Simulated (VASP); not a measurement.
# Ti (I4/mmm) in VASP: further runs, part 2 of 3

VASP 6.6.1. The steps go on from the part before.

### 3 Single point, PBEsol (strain -0.080 along x and y, +0.040 along z)

File INCAR:

```
SYSTEM = Ti
ALGO = Fast ; EDIFF = 1E-6
ENCUT = 520 ; GGA = PS
ISIF = 2 ; ISMEAR = 0
LASPH = .TRUE. ; LCHARG = .TRUE.
LELF = .TRUE. ; LREAL = .FALSE.
LVHAR = .TRUE. ; LWAVE = .FALSE.
NBANDS = 12 ; NELM = 80
PREC = Accurate ; SIGMA = 0.15
```

File KPOINTS:

```
k-points
0
G
  20 20 20
  0 0 0
```

File POSCAR:

```
Ti
1.0
   -1.5097200000      1.5097200000      1.7066400000
    1.5097200000     -1.5097200000      1.7066400000
    1.5097200000      1.5097200000     -1.7066400000
Ti
1
Direct
    0.0000000000      0.0000000000      0.0000000000
```

Potentials or basis: VASP PAW PBE potentials, release 64 (Ti_sv).

Command:

```bash
$ cat potpaw_PBE.64/Ti_sv/POTCAR > POTCAR
$ mpirun -np 1 vasp_std > vasp.out
```

OUTCAR:

```text
SYSTEM = Ti
   EDIFF = 1E-6
   ENCUT = 520
   GGA = PS
   ISIF = 2
   ISMEAR = 0
   LASPH = .TRUE.
   LREAL = .FALSE.
   NELM = 80
   PREC = Accurate

 ion  position               nearest neighbor table
   1  0.000  0.000  0.000-

  LATTYP: Found a body centered tetragonal cell.
 ALAT       =     3.0194400000
 C/A-ratio  =     1.1304347826

  Lattice vectors:

 A1 = (  -1.5097200000,   1.5097200000,   1.7066400000)
 A2 = (   1.5097200000,  -1.5097200000,   1.7066400000)
 A3 = (   1.5097200000,   1.5097200000,  -1.7066400000)

Analysis of symmetry for initial positions (statically):
=====================================================================
 Subroutine PRICEL returns:
 Original cell was already a primitive cell.

 Routine SETGRP: Setting up the symmetry group for a
 body centered tetragonal supercell.

 Subroutine GETGRP returns: Found 16 space group operations
 (whereof 16 operations were pure point group operations)
 out of a pool of 16 trial point group operations.

The static configuration has the point symmetry D_4h.

Analysis of symmetry for dynamics (positions and initial velocities):
=====================================================================
 Subroutine PRICEL returns:
 Original cell was already a primitive cell.

 Routine SETGRP: Setting up the symmetry group for a
 body centered tetragonal supercell.

 Subroutine GETGRP returns: Found 16 space group operations
 (whereof 16 operations were pure point group operations)
 out of a pool of 16 trial point group operations.

The dynamic configuration has the point symmetry D_4h.

 Subroutine INISYM returns: Found 16 space group operations
 (whereof 16 operations are pure point group operations),
 and found     1 'primitive' translations

----------------------------------------------------------------------------------------

                                     Primitive cell

  volume of cell :      15.5595
[... 113 lines left out ...]
   LHFCALC =     F    Hartree Fock is set to
   AEXX    =    0.0000 exact exchange contribution
   IVDW    =     0    specifies the selected vdW correction
   LEPSILON=     F    determine dielectric tensor
   LRPA    =     F    only Hartree local field effects (RPA)
 non-spin polarized calculation
 RMM-DIIS sequential band-by-band and
 Gauss-broadening in eV      SIGMA  =   0.15
  energy-cutoff  :      520.00
  volume of cell :       15.56
 maximum number of plane-waves:       434
   NGX = 11   NGY = 11   NGZ = 11

 number of electron      12.0000005 magnetization

 Free energy of the ion-electron system (eV)
  ---------------------------------------------------
  ext. energy  EPLUGINS =         0.00000000
  ---------------------------------------------------
  free energy    TOTEN  =        -8.23264229 eV

  energy without entropy =       -8.20887488  energy(sigma->0) =       -8.22075859

 E-fermi :   9.1934     XC(G=0): -12.1683

 val. band max:        9.1898434822   @ k =  -0.1500   0.3000   0.1500
 cond. band min:       9.1936665795   @ k =  -0.3000  -0.4500   0.1000
 fundamental gap:      0.0038230974
 Fermi energy:         9.1934471593

 k-point     1 :       0.0000    0.0000    0.0000
  band No.  band energies     occupation
      1     -46.9687      2.00000
      2     -22.7654      2.00000
      3     -22.7654      2.00000
      4     -22.7586      2.00000
      5       2.9741      2.00000
      6       9.9955      0.00000
      7       9.9955      0.00000
      8      10.8975      0.00000
      9      11.5840      0.00000
     10      12.6250      0.00000
     11      26.0768      0.00000
     12      28.2187      0.00000
[... 331 lines left out ...]
 k-point    24 :      -0.3500    0.0500    0.0000
  band No.  band energies     occupation
      1     -46.8192      2.00000
      2     -23.4867      2.00000
      3     -22.9533      2.00000
      4     -22.7820      2.00000
      5       5.9053      2.00000
      6       9.3733      0.09004
      7       9.3781      0.08177
      8      11.5018      0.00000
      9      12.6305      0.00000
     10      12.8237      0.00000
     11      21.7399      0.00000
     12      24.9759      0.00000

 [... further k-points ...]

------------------------ aborting loop because EDIFF is reached ----------------------------------------

  FORCE on cell =-STRESS in cart. coord.  units (eV):
  Direction    XX          YY          ZZ          XY          YZ          ZX
  --------------------------------------------------------------------------------------
  -------------------------------------------------------------------------------------
  Total        0.7014399      0.7014399      0.8656225      0.0000000      0.0000000     -0.0000000
  in kB       72.2281187     72.2281187     89.1342035      0.0000000      0.0000000     -0.0000000
  external PRESSURE =      77.8634803 kB  Pullay stress =       0.0000000 kB

 VOLUME and BASIS-vectors are now :
 -----------------------------------------------------------------------------
  energy-cutoff  :      520.00
  volume of cell :       15.56
      direct lattice vectors                 reciprocal lattice vectors
    -1.509720000  1.509720000  1.706640000     0.000000000  0.331187240  0.292973328
     1.509720000 -1.509720000  1.706640000     0.331187240  0.000000000  0.292973328
     1.509720000  1.509720000 -1.706640000     0.331187240  0.331187240  0.000000000

 POSITION                                       TOTAL-FORCE (eV/Angst)
 -----------------------------------------------------------------------------------
      0.00000      0.00000      0.00000         0.000000     -0.000000      0.000000
 -----------------------------------------------------------------------------------
    total drift:                                0.000000      0.000000      0.000000

  FREE ENERGIE OF THE ION-ELECTRON SYSTEM (eV)
  ---------------------------------------------------
  free  energy   TOTEN  =        -8.2326422908 eV

  energy  without entropy=       -8.2088748794  energy(sigma->0) =       -8.22075859
```

stdout:

```text
POSCAR found type information on POSCAR Ti
 POSCAR found :  1 types and       1 ions
 scaLAPACK will be used
 -----------------------------------------------------------------------------
|                                                                             |
|                                                                             |
|     You enforced a specific xc type in the INCAR file but a different       |
|     I HOPE YOU KNOW WHAT YOU ARE DOING!                                     |
|                                                                             |
 -----------------------------------------------------------------------------

 LDA part: xc-table for (Slater+PW92), standard interpolation
 POSCAR, INCAR and KPOINTS ok, starting setup
 FFT: planning ... GRIDC
 FFT: planning ... GRID_SOFT
 FFT: planning ... GRID
 WAVECAR not read
 entering main loop
WARNING in EDDRMM: call to ZHEGV failed, returncode =   6  3      6
WARNING in EDDRMM: call to ZHEGV failed, returncode =   8  4     12
WARNING in EDDRMM: call to ZHEGV failed, returncode =   6  3      8
WARNING in EDDRMM: call to ZHEGV failed, returncode =   6  3      7
WARNING in EDDRMM: call to ZHEGV failed, returncode =   6  3      6
WARNING in EDDRMM: call to ZHEGV failed, returncode =   6  3      6
WARNING in EDDRMM: call to ZHEGV failed, returncode =   8  4      5
```

Wall time 4.5 min (1 thread of Intel Xeon 8259CL, shared host); peak memory 0.22 GiB.

Results:

- Free energy: -8.2326 eV
- Pressure: 7.8 GPa
- Band gap on the k mesh: zero (bands 6 and 7 overlap by 1.73 eV)

Caveat: the cell differs from its parent crystal (strain -0.080 along x and y, +0.040 along z); the cell stands under pressure; the PAW data sets were made with another functional, which shifts forces and pressure a little.

### 4 Single point, PBEsol (strain -0.080 along x and y, +0.080 along z)

File INCAR:

```
ALGO = Normal ; EDIFF = 1E-6
ENCUT = 520 ; GGA = PS
ISIF = 2 ; ISMEAR = 0
LASPH = T ; LCHARG = F
LREAL = F ; LWAVE = F
NBANDS = 12 ; NELM = 60
PREC = Accurate ; SIGMA = 0.15
```

File KPOINTS:

```
k-points
0
Gamma
  20 20 20
```

File POSCAR:

```
Ti
1.0
   -1.5097200000      1.5097200000      1.7722800000
    1.5097200000     -1.5097200000      1.7722800000
    1.5097200000      1.5097200000     -1.7722800000
Ti
1
Direct
    0.0000000000      0.0000000000      0.0000000000
```

Potentials or basis: VASP PAW PBE potentials, release 64 (Ti_sv).

Command:

```bash
$ cat potpaw_PBE.64/Ti_sv/POTCAR > POTCAR
$ mpirun -np 1 vasp_std > vasp.out
```

OUTCAR:

```text
EDIFF = 1E-6
   ENCUT = 520
   GGA = PS
   ISIF = 2
   ISMEAR = 0
   LASPH = T
   LREAL = F
   NELM = 60
   PREC = Accurate

 ion  position               nearest neighbor table
   1  0.000  0.000  0.000-

  LATTYP: Found a body centered tetragonal cell.
 ALAT       =     3.0194400000
 C/A-ratio  =     1.1739130435

  Lattice vectors:

 A1 = (  -1.5097200000,   1.5097200000,   1.7722800000)
 A2 = (   1.5097200000,  -1.5097200000,   1.7722800000)
 A3 = (   1.5097200000,   1.5097200000,  -1.7722800000)

Analysis of symmetry for initial positions (statically):
=====================================================================
 Subroutine PRICEL returns:
 Original cell was already a primitive cell.

 Routine SETGRP: Setting up the symmetry group for a
 body centered tetragonal supercell.

 Subroutine GETGRP returns: Found 16 space group operations
 (whereof 16 operations were pure point group operations)
 out of a pool of 16 trial point group operations.

The static configuration has the point symmetry D_4h.

Analysis of symmetry for dynamics (positions and initial velocities):
[... 170 lines left out ...]
      4     -23.3150      2.00000
      5       2.6225      2.00000
      6       9.5354      0.00000
      7       9.5354      0.00000
      8      10.6117      0.00000
      9      10.8619      0.00000
     10      12.0800      0.00000
     11      25.1454      0.00000
     12      27.7792      0.00000
[... 331 lines left out ...]
 k-point    24 :      -0.3500    0.0500    0.0000
  band No.  band energies     occupation
      1     -47.3397      2.00000
      2     -23.9651      2.00000
      3     -23.4820      2.00000
      4     -23.3456      2.00000
      5       5.5049      2.00000
      6       8.9020      0.33378
      7       9.0944      0.00543
      8      10.8127      0.00000
      9      12.0745      0.00000
     10      12.2439      0.00000
     11      20.7373      0.00000
     12      24.3754      0.00000

 [... further k-points ...]

------------------------ aborting loop because EDIFF is reached ----------------------------------------

  FORCE on cell =-STRESS in cart. coord.  units (eV):
  Direction    XX          YY          ZZ          XY          YZ          ZX
  --------------------------------------------------------------------------------------
  -------------------------------------------------------------------------------------
  Total        0.2274119      0.2274119      0.5042474      0.0000000     -0.0000000      0.0000000
  in kB       22.5495877     22.5495877     49.9998950      0.0000000     -0.0000000      0.0000000
  external PRESSURE =      31.6996902 kB  Pullay stress =       0.0000000 kB

 VOLUME and BASIS-vectors are now :
 -----------------------------------------------------------------------------
  energy-cutoff  :      520.00
  volume of cell :       16.16
      direct lattice vectors                 reciprocal lattice vectors
    -1.509720000  1.509720000  1.772280000     0.000000000  0.331187240  0.282122464
     1.509720000 -1.509720000  1.772280000     0.331187240  0.000000000  0.282122464
     1.509720000  1.509720000 -1.772280000     0.331187240  0.331187240  0.000000000

 POSITION                                       TOTAL-FORCE (eV/Angst)
 -----------------------------------------------------------------------------------
      0.00000      0.00000      0.00000        -0.000000      0.000000      0.000000
 -----------------------------------------------------------------------------------
    total drift:                               -0.000000      0.000000     -0.000000

  FREE ENERGIE OF THE ION-ELECTRON SYSTEM (eV)
  ---------------------------------------------------
  free  energy   TOTEN  =        -8.2587979483 eV

  energy  without entropy=       -8.2344199946  energy(sigma->0) =       -8.24660897
```

OSZICAR:

```text
N       E                     dE             d eps       ncg     rms          rms(c)
DAV:   1     0.852736542898E+02    0.85274E+02   -0.65530E+03 15452   0.122E+03
DAV:   2    -0.512204972532E+01   -0.90396E+02   -0.87930E+02 15644   0.296E+02
DAV:   3    -0.920989280239E+01   -0.40878E+01   -0.40433E+01 21020   0.645E+01
DAV:   4    -0.930176795045E+01   -0.91875E-01   -0.91762E-01 17400   0.846E+00
DAV:   5    -0.930403127494E+01   -0.22633E-02   -0.22633E-02 18096   0.118E+00    0.933E+00
DAV:   6    -0.825938411830E+01    0.10446E+01   -0.22899E+00 16776   0.220E+01    0.243E+00
DAV:   7    -0.824711474680E+01    0.12269E-01   -0.10170E-01 18620   0.364E+00    0.134E+00
DAV:   8    -0.825837513386E+01   -0.11260E-01   -0.42210E-02 15824   0.251E+00    0.162E-01
DAV:   9    -0.825875163714E+01   -0.37650E-03   -0.40549E-03 19344   0.678E-01    0.949E-02
DAV:  10    -0.825882133464E+01   -0.69698E-04   -0.30855E-04 16304   0.207E-01    0.196E-02
DAV:  11    -0.825879841222E+01    0.22922E-04   -0.23097E-05 18320   0.633E-02    0.911E-03
DAV:  12    -0.825879794834E+01    0.46388E-06   -0.12087E-06 13820   0.135E-02
   1 F= -.82587979E+01 E0= -.82466090E+01  d E =-.243780E-01
```

It took 2.7 min on 1 thread of Intel Xeon 8259CL, shared host; peak memory 0.24 GiB.

Results:

```
Free energy            : -8.2588 eV
Pressure               : 3.2 GPa
Band gap on the k mesh : zero (bands 6 and 7 overlap by 1.52 eV)
```

Caveat: the cell differs from its parent crystal (strain -0.080 along x and y, +0.080 along z); the cell stands under pressure; the PAW data sets were made with another functional, which shifts forces and pressure a little.

(Part 2 of 3 ends here.)
